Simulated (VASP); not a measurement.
# BN (Fmm2) in VASP: further runs

BN is run at these levels: PBE+D3(BJ); tasks: single point.

All numbers are computed with VASP 6.6.1; they aren't measurements. Logs are shortened: lines on timing, memory, paths and dates and some standing lists are left out, and cuts for length are marked.

**1. The cell of the first run**

It takes space group Fmm2 (No. 42, orthorhombic). The conventional cell has a = 2.508 Å, b = 6.679 Å, c = 4.338 Å, α = 90.00°, β = 90.00°, γ = 90.00°. B (site symmetry mm2) has 3 N at 1.38 to 1.60 Å within 1.8 Å. Within 1.8 Å of N (site symmetry mm2) lie 3 B at 1.38 to 1.60 Å.

**2. Single point, PBE+D3(BJ) (all N atoms moved -0.150 Å, as atom 2 along Cartesian [0 0 1])**

INCAR

```
SYSTEM = BN
PREC     = Accurate       ! precision mode
ENCUT    = 520            ! plane-wave cutoff, eV
EDIFF    = 1E-7           ! SCF threshold, eV
ISMEAR   = 0              ! smearing method
SIGMA    = 0.05           ! smearing width, eV
LREAL    = .FALSE.        ! projectors in reciprocal space
LASPH    = .TRUE.         ! aspherical terms in the spheres
NELM     = 100            ! most SCF steps
ALGO     = Normal         ! electronic algorithm
ISIF     = 2              ! what is computed and relaxed
LWAVE    = .FALSE.        ! write WAVECAR
LCHARG   = .FALSE.        ! write CHGCAR
GGA      = PE             ! functional
IVDW     = 12             ! dispersion correction
NBANDS   = 11             ! bands
```

KPOINTS

```
regular mesh
0
G
  12 12 12
  0 0 0
```

POSCAR

```
BN
1.0
    0.0000000000      3.3394821895      2.1688319106
    1.2538424675      0.0000000000      2.1688319106
    1.2538424675      3.3394821895      0.0000000000
B N
1 1
Direct
    0.0001068737      0.0001068737      0.9998931263
    0.6320122898      0.6320122898      0.3679877102
```

Potentials or basis: VASP PAW PBE potentials, release 64 (B, N).

Command:

```bash
$ cat potpaw_PBE.64/B/POTCAR potpaw_PBE.64/N/POTCAR > POTCAR
$ mpirun -np 1 vasp_std > vasp.out
```

OUTCAR:

```text
SYSTEM = BN
   PREC = Accurate
   ENCUT = 520
   EDIFF = 1E-7
   ISMEAR = 0
   LREAL = .FALSE.
   LASPH = .TRUE.
   NELM = 100
   ISIF = 2
   GGA = PE
   IVDW = 12
 IVDW          = 12

 ion  position               nearest neighbor table
   1  0.000  0.000  1.000-   2 1.38   2 1.38   2 1.60
   2  0.632  0.632  0.368-   1 1.38   1 1.38   1 1.60

  LATTYP: Found a face centered orthorhombic cell.
 ALAT       =     2.5076849350
 B/A-ratio  =     1.7297483271
 C/A-ratio  =     2.6633985338

  Lattice vectors:

 A1 = (   0.0000000000,   3.3394821895,   2.1688319106)
 A2 = (  -1.2538424675,   3.3394821895,   0.0000000000)
 A3 = (  -1.2538424675,   0.0000000000,   2.1688319106)

Analysis of symmetry for initial positions (statically):
=====================================================================
 Subroutine PRICEL returns:
 Original cell was already a primitive cell.

 Routine SETGRP: Setting up the symmetry group for a
 face centered orthorhombic supercell.

 Subroutine GETGRP returns: Found  4 space group operations
 (whereof  4 operations were pure point group operations)
 out of a pool of  8 trial point group operations.

The static configuration has the point symmetry C_2v.

Analysis of symmetry for dynamics (positions and initial velocities):
=====================================================================
 Subroutine PRICEL returns:
 Original cell was already a primitive cell.

 Routine SETGRP: Setting up the symmetry group for a
 face centered orthorhombic supercell.

 Subroutine GETGRP returns: Found  4 space group operations
 (whereof  4 operations were pure point group operations)
 out of a pool of  8 trial point group operations.

The dynamic configuration has the point symmetry C_2v.

 Subroutine INISYM returns: Found  4 space group operations
 (whereof  4 operations are pure point group operations),
 and found     1 'primitive' translations

----------------------------------------------------------------------------------------

                                     Primitive cell

  volume of cell :      18.1626

  direct lattice vectors                    reciprocal lattice vectors
     0.000000000  3.339482189  2.168831911    -0.398774179  0.149723811  0.230538843
     1.253842467  0.000000000  2.168831911     0.398774179 -0.149723811  0.230538843
     1.253842467  3.339482189  0.000000000     0.398774179  0.149723811 -0.230538843

  length of vectors
     3.981955945  2.505185181  3.567108385     0.484341020  0.484341020  0.484341020

  position of ions in fractional coordinates (direct lattice)
     0.000106874  0.000106874  0.999893126
     0.632012290  0.632012290  0.367987710

  ion indices of the primitive-cell ions
   primitive index   ion index
                 1           1
                 2           2

----------------------------------------------------------------------------------------

 KPOINTS: regular mesh

Automatic generation of k-mesh.
 Grid dimensions read from file:
 generate k-points for:   12   12   12

 Generating k-lattice:

  Cartesian coordinates                     Fractional coordinates (reciprocal lattice)
    -0.033231182  0.012476984  0.019211570     0.083333333  0.000000000 -0.000000000
     0.033231182 -0.012476984  0.019211570     0.000000000  0.083333333  0.000000000
     0.033231182  0.012476984 -0.019211570    -0.000000000 -0.000000000  0.083333333

  Length of vectors
     0.040361752  0.040361752  0.040361752

  Shift w.r.t. Gamma in fractional coordinates (k-lattice)
     0.000000000  0.000000000  0.000000000

 Subroutine IBZKPT returns following result:
 ===========================================

 Found    280 irreducible k-points:

 Following reciprocal coordinates:
            Coordinates               Weight
  0.000000  0.000000  0.000000      1.000000
  0.083333  0.000000  0.000000      8.000000
  0.166667 -0.000000  0.000000      8.000000
  0.250000  0.000000  0.000000      8.000000
  0.333333  0.000000  0.000000      8.000000
  0.416667  0.000000 -0.000000      8.000000
[... 16 lines left out ...]
  0.500000  0.166667  0.000000      8.000000
 -0.416667  0.166667  0.000000      8.000000
 [... further k-points ...]
   k-points           NKPTS =    280   k-points in BZ     NKDIM =    280   number of bands    NBANDS=     11
   number of dos      NEDOS =    301   number of ions     NIONS =      2
   total plane-waves  NPLWV =  16800
   dimension x,y,z NGX =    30 NGY =   20 NGZ =   28
   dimension x,y,z NGXF=    60 NGYF=   40 NGZF=   56
   ions per type =               1   1
   NGX,Y,Z   is equivalent  to a cutoff of  12.52, 13.27, 13.05 a.u.
   NGXF,Y,Z  is equivalent  to a cutoff of  25.05, 26.54, 26.10 a.u.
 SYSTEM =  BN
   PREC   = accura    normal or accurate (medium, high low for compatibility)
   ISTART =      0    job   : 0-new  1-cont  2-samecut
   ICHARG =      2    charge: 1-file 2-atom 10-const
   ISPIN  =      1    spin polarized calculation?
   LNONCOLLINEAR =      F non collinear calculations
   LSORBIT =      F    spin-orbit coupling
   LASPH  =      T    aspherical Exc in radial PAW
   ENCUT  =  520.0 eV  38.22 Ry    6.18 a.u.   7.40  4.66  6.63*2*pi/ulx,y,z
   NELM   =    100;   NELMIN=  2; NELMDL= -5     # of ELM steps
   EDIFF  = 0.1E-06   stopping-criterion for ELM
   LREAL  =      F    real-space projection
   EDIFFG = 0.1E-05   stopping-criterion for IOM
   NSW    =      0    number of steps for IOM
   IBRION =     -1    ionic relax: 0-MD 1-quasi-New 2-CG
   NFREE  =      0    steps in history (QN), initial steepest desc. (CG)
   ISIF   =      2    stress and relaxation
   ISYM   =      2    0-nonsym 1-usesym 2-fastsym
   POTIM  = 0.5000    time-step for ionic-motion
   TEBEG  =    0.0;   TEEND  =   0.0 temperature during run
   PSTRESS=    0.0 pullay stress
   NELECT =       8.0000    total number of electrons
   NUPDOWN=      -1.0000    fix difference up-down
   EMIN   =  10.00;   EMAX   =-10.00  energy-range for DOS
   EFERMI =   0.00;   METHOD = LEGACY
   ISMEAR =     0;   SIGMA  =   0.05  broadening in eV -4-tet -1-fermi 0-gaus
   EFERMI_NEDOS =   21; number of points for ismear=-14 and -15
   IALGO  =     38    algorithm
   IMIX   =      4    mixing-type and parameters
     AMIX     =   0.40;   BMIX     =  1.00
     AMIX_MAG =   1.60;   BMIX_MAG =  1.00
  volume/ion in A,a.u.               =       9.08        61.28
  Fermi-wavevector in a.u.,A,eV,Ry     =   1.245601  2.353844 21.109725  1.551521
  Thomas-Fermi vector in A             =   2.379816
   LORBIT       =      0    0 simple, 1 ext, 2 COOP (PROOUT), +10 PAW based schemes
   GGA     = PE    functional components
   LHFCALC =     F    Hartree Fock is set to
   AEXX    =    0.0000 exact exchange contribution
   IVDW    =    12    specifies the selected vdW correction
   LEPSILON=     F    determine dielectric tensor
   LRPA    =     F    only Hartree local field effects (RPA)
 non-spin polarized calculation
 Gauss-broadening in eV      SIGMA  =   0.05
  energy-cutoff  :      520.00
  volume of cell :       18.16
 maximum number of plane-waves:       505
 NGX is ok and might be reduce to    30
   NGX = 15   NGY =  9   NGZ = 13

 number of electron       7.9999999 magnetization

 Free energy of the ion-electron system (eV)
  ---------------------------------------------------
  ext. energy  EPLUGINS =         0.00000000
  ---------------------------------------------------
  free energy    TOTEN  =       -17.18383979 eV

  energy without entropy =      -17.18383979  energy(sigma->0) =      -17.18383979

 E-fermi :   2.9083     XC(G=0): -10.0222

 val. band max:        2.6290256892   @ k =   0.5000   0.0000   0.5000
 cond. band min:       6.4164274133   @ k =   0.5000   0.0000   0.0000
 fundamental gap:      3.7874017241
 Fermi energy:         2.9082553547

 k-point     1 :       0.0000    0.0000    0.0000
  band No.  band energies     occupation
      1     -15.5880      2.00000
      2      -1.9656      2.00000
      3      -0.8354      2.00000
      4       2.6086      2.00000
      5       7.3877      0.00000
      6      11.6740      0.00000
      7      15.4142      0.00000
      8      16.3852      0.00000
      9      17.0069      0.00000
     10      27.6160      0.00000
     11      29.9328      0.00000

 k-point     2 :       0.0833    0.0000    0.0000
  band No.  band energies     occupation
      1     -15.4532      2.00000
      2      -1.8398      2.00000
      3      -1.2091      2.00000
      4       2.2057      2.00000
      5       7.7033      0.00000
      6      11.9515      0.00000
      7      14.8476      0.00000
      8      16.2314      0.00000
      9      17.7918      0.00000
     10      28.0188      0.00000
     11      28.0966      0.00000

 k-point     3 :       0.1667   -0.0000    0.0000
  band No.  band energies     occupation
      1     -15.0580      2.00000
      2      -2.2189      2.00000
      3      -1.4490      2.00000
      4       1.2711      2.00000
      5       8.5344      0.00000
      6      12.3991      0.00000
      7      13.3977      0.00000
      8      16.8637      0.00000
      9      19.0965      0.00000
     10      25.3462      0.00000
     11      28.5608      0.00000
[... 267 lines left out ...]
 k-point    23 :       0.5000    0.1667    0.0000
  band No.  band energies     occupation
      1     -12.5875      2.00000
      2      -6.0823      2.00000
      3      -2.6567      2.00000
      4       1.3698      2.00000
      5       7.5060      0.00000
      6      13.0565      0.00000
      7      14.7628      0.00000
      8      18.1075      0.00000
      9      20.6848      0.00000
     10      23.4673      0.00000
     11      25.6498      0.00000

 k-point    24 :      -0.4167    0.1667    0.0000
  band No.  band energies     occupation
      1     -12.3088      2.00000
      2      -6.5231      2.00000
      3      -2.7393      2.00000
      4       1.7987      2.00000
      5       6.5932      0.00000
      6      13.3908      0.00000
      7      15.7721      0.00000
      8      17.8484      0.00000
      9      21.1509      0.00000
     10      23.3188      0.00000
     11      24.7185      0.00000

 [... further k-points ...]

------------------------ aborting loop because EDIFF is reached ----------------------------------------

 Edisp (eV)   -0.27997

 E8    (eV) :    -0.0820

  FORCE on cell =-STRESS in cart. coord.  units (eV):
  Direction    XX          YY          ZZ          XY          YZ          ZX
  --------------------------------------------------------------------------------------
  -------------------------------------------------------------------------------------
  Total       2.84917    -0.04257    -0.41865     0.00000     0.00000     0.00000
  in kB     251.33377    -3.75531   -36.93035     0.00000     0.00000     0.00000
  external pressure =       70.22 kB  Pullay stress =        0.00 kB

 VOLUME and BASIS-vectors are now :
 -----------------------------------------------------------------------------
  energy-cutoff  :      520.00
  volume of cell :       18.16
      direct lattice vectors                 reciprocal lattice vectors
     0.000000000  3.339482189  2.168831911    -0.398774179  0.149723811  0.230538843
     1.253842467  0.000000000  2.168831911     0.398774179 -0.149723811  0.230538843
     1.253842467  3.339482189  0.000000000     0.398774179  0.149723811 -0.230538843

 POSITION                                       TOTAL-FORCE (eV/Angst)
 -----------------------------------------------------------------------------------
      1.25384      3.33948      0.00046         0.000000      0.000000     -4.747256
      1.25384      3.33948      2.74146         0.000000      0.000000      4.747256
 -----------------------------------------------------------------------------------
    total drift:                               -0.000003     -0.000001     -0.000027

  FREE ENERGIE OF THE ION-ELECTRON SYSTEM (eV)
  ---------------------------------------------------
  free  energy   TOTEN  =       -17.4638115012 eV

  energy  without entropy=      -17.4638115012  energy(sigma->0) =      -17.46381150
```

Run time: 41 s. Hardware: 1 thread of AMD EPYC 9R45 (Zen 5), shared host; peak memory 0.16 GiB.

What came out:

- Free energy: -17.4638 eV
- Pressure: 7.0 GPa
- Largest force: 4.747 eV/Å
- Band gap on the k mesh: 3.79 eV, indirect (least direct gap 4.62 eV)
- Dispersion energy per atom: -0.140 eV

Forces in eV/Å, atoms in the order of the input:
```
B    0.000  0.000 -4.747
N    0.000  0.000  4.747
```

Stress tensor (GPa, compression positive):
```
25.13  0.00  0.00
 0.00 -0.38  0.00
 0.00  0.00 -3.69
```

Levels at points of the mesh, in eV from the valence-band top:
```tsv
k point	band 1	band 2	band 3	band 4	band 5	band 6	band 7	band 8	band 9
(0.00, 0.00, 0.00)	-18.22	-4.59	-3.46	-0.02	4.76	9.04	12.79	13.76	14.38
(0.50, 0.00, 0.00)	-15.20	-9.46	-3.87	-1.14	3.79	8.91	13.20	15.74	20.19
(0.50, 0.50, 0.00)	-14.92	-9.07	-5.53	-1.29	7.03	8.82	12.30	13.73	18.37
(0.50, 0.00, 0.50)	-17.94	-6.64	-3.50	0.00	8.96	9.78	11.97	13.55	16.03
(0.00, 0.50, 0.50)	-14.76	-8.81	-5.59	-2.51	4.52	9.34	14.07	17.68	19.84
```

Caveat: the cell differs from its parent crystal (all N atoms moved -0.150 Å, as atom 2 along Cartesian [0 0 1]); forces of over 1 eV/Å act on the atoms, so gaps and moduli don't describe the material at rest.

**3. Single point, PBE+D3(BJ) (all N atoms moved +0.100 Å, as atom 2 along Cartesian [0 0 1])**

INCAR

```
SYSTEM = BN
PREC = Accurate
ENCUT = 520
EDIFF = 1E-7
ISMEAR = 0
SIGMA = 0.05
LREAL = .FALSE.
LASPH = .TRUE.
NELM = 80
ALGO = Normal
ISIF = 2
LWAVE = .FALSE.
LCHARG = .FALSE.
GGA = PE
IVDW = 12
NBANDS = 11
```

KPOINTS is that of step 2.

POSCAR, as its differences from that of step 2:

```diff
@@ -9,2 +9,2 @@
     0.0001068737      0.0001068737      0.9998931263
-    0.6320122898      0.6320122898      0.3679877102
+    0.6896470006      0.6896470006      0.3103529994
```

Potentials or basis: VASP PAW PBE potentials, release 64 (B, N).

Command:

```bash
$ cat potpaw_PBE.64/B/POTCAR potpaw_PBE.64/N/POTCAR > POTCAR
$ mpirun -np 1 vasp_std > vasp.out
```

Wall time 41 s (1 thread of AMD EPYC 9R45 (Zen 5), shared host); peak memory 0.16 GiB.

It converged, with:

```
Free energy                : -17.6277 eV
Pressure                   : 4.3 GPa
Largest force              : 4.804 eV/Å
Band gap on the k mesh     : 2.91 eV, indirect (least direct gap 4.21 eV)
Dispersion energy per atom : -0.140 eV
```

Forces in eV/Å, atoms in the order of the input:
```
B    0.000  0.000  4.804
N    0.000  0.000 -4.804
```

Stress tensor (GPa, compression positive):
```
-6.73  0.00  0.00
 0.00 -0.07  0.00
 0.00  0.00 19.60
```

Levels at points of the mesh, in eV from the valence-band top:
```
           k point  band 2  band 3  band 4  band 5  band 6  band 7
(0.00, 0.00, 0.00)   -4.35   -2.63   -0.39    5.00    9.99   12.79
(0.50, 0.00, 0.00)   -8.97   -4.50   -1.34    4.90    9.35   13.39
(0.50, 0.50, 0.00)   -9.35   -3.76   -0.17    5.21    9.51   11.99
(0.50, 0.00, 0.50)   -6.39   -2.61   -0.43    9.85    9.98   11.53
(0.00, 0.50, 0.50)   -9.08   -3.83   -1.35    2.91    9.90   14.94
```

Caveat: the cell differs from its parent crystal (all N atoms moved +0.100 Å, as atom 2 along Cartesian [0 0 1]); forces of over 1 eV/Å act on the atoms, so gaps and moduli don't describe the material at rest. A k mesh can miss the band edges.

**4. Single point, PBE+D3(BJ) (all N atoms moved -0.050 Å, as atom 2 along Cartesian [0 0 1])**

INCAR

```
SYSTEM = BN
PREC = Accurate ; ENCUT = 520
EDIFF = 1E-7 ; ISMEAR = 0
SIGMA = 0.05 ; LREAL = .False.
LASPH = .True. ; NELM = 60
ALGO = Normal ; ISIF = 2
LWAVE = .False. ; LCHARG = .False.
GGA = PE ; IVDW = 12
NBANDS = 11
```

KPOINTS

```
Automatic mesh
0
Gamma
  12 12 12
  0 0 0
```

POSCAR, as its differences from that of step 3:

```diff
@@ -9,2 +9,2 @@
     0.0001068737      0.0001068737      0.9998931263
-    0.6896470006      0.6896470006      0.3103529994
+    0.6550661741      0.6550661741      0.3449338259
```

Command:

```bash
$ cat potpaw_PBE.64/B/POTCAR potpaw_PBE.64/N/POTCAR > POTCAR
$ mpirun -np 1 vasp_std > vasp.out
```

It took 40 s on 1 thread of AMD EPYC 9R45 (Zen 5), shared host; peak memory 0.16 GiB.

Results (log left out):

- Free energy: -17.8069 eV
- Pressure: 0.9 GPa
- Largest force: 1.898 eV/Å
- Band gap on the k mesh: 4.01 eV, indirect (least direct gap 4.67 eV)
- Dispersion energy per atom: -0.140 eV

Forces on the atoms (eV/Å):
```
B    0.000  0.000 -1.898
N    0.000  0.000  1.898
```

Stress tensor (GPa, compression positive):
```
 6.64  0.00  0.00
 0.00 -0.23  0.00
 0.00  0.00 -3.65
```

Levels at points of the mesh, in eV from the valence-band top:
```
           k point  band 2  band 3  band 4  band 5  band 6  band 7
(0.00, 0.00, 0.00)   -4.26   -2.03   -0.87    5.06   10.64   12.33
(0.50, 0.00, 0.00)   -9.06   -4.07   -0.96    4.38    9.72   13.52
(0.50, 0.50, 0.00)   -9.02   -4.55   -0.59    6.38    9.25   12.42
(0.50, 0.00, 0.50)   -6.32   -2.07   -0.86   10.04   10.69   12.11
(0.00, 0.50, 0.50)   -8.76   -4.61   -1.82    4.01    9.70   14.65
```

Caveat: the cell differs from its parent crystal (all N atoms moved -0.050 Å, as atom 2 along Cartesian [0 0 1]); forces of over 1 eV/Å act on the atoms, so gaps and moduli don't describe the material at rest.

[end of part 1 of 2]
